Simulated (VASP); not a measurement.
Al: single point with LDA

Crystal: Al.

```
CELL_PARAMETERS angstrom
0.00000 2.00374 2.02398
2.02398 0.00000 2.02398
2.02398 2.00374 0.00000
ATOMIC_POSITIONS crystal
Al 0.00000 0.00000 0.00000
```

This cell differs from its parent crystal: strain -0.0100 x Voigt [0, 1, 0, 0, 0, 0].

- Program: VASP 6.6.1
- Task: single point
- Functional: LDA
- Potentials or basis: VASP PAW LDA potentials, release 64 (Al)
- Cutoff: 520 eV
- k mesh: 20 × 20 × 20
- Occupations: gaussian, width 0.15 eV
- Spin: no spin polarisation

```
Pressure : -2.9 GPa
```

Levels at points of the mesh, in eV from the Fermi level:
| k point | band 1 | band 2 | band 3 | band 4 |
| --- | --- | --- | --- | --- |
| (0.00, 0.00, 0.00) | -11.17 | 12.52 | 12.52 | 12.63 |
| (0.50, 0.00, 0.00) | -4.61 | -4.44 | 11.13 | 11.31 |
| (0.50, 0.50, 0.00) | -3.00 | -1.72 | 5.30 | 5.55 |
| (0.50, 0.00, 0.50) | -2.85 | -1.52 | 5.18 | 5.40 |

It took 34 s on 1 thread of Intel Xeon 6975P-C, with other jobs on the host, peak memory 0.18 GiB.

Caveat: the cell differs from its parent crystal (strain -0.0100 x Voigt [0, 1, 0, 0, 0, 0]).
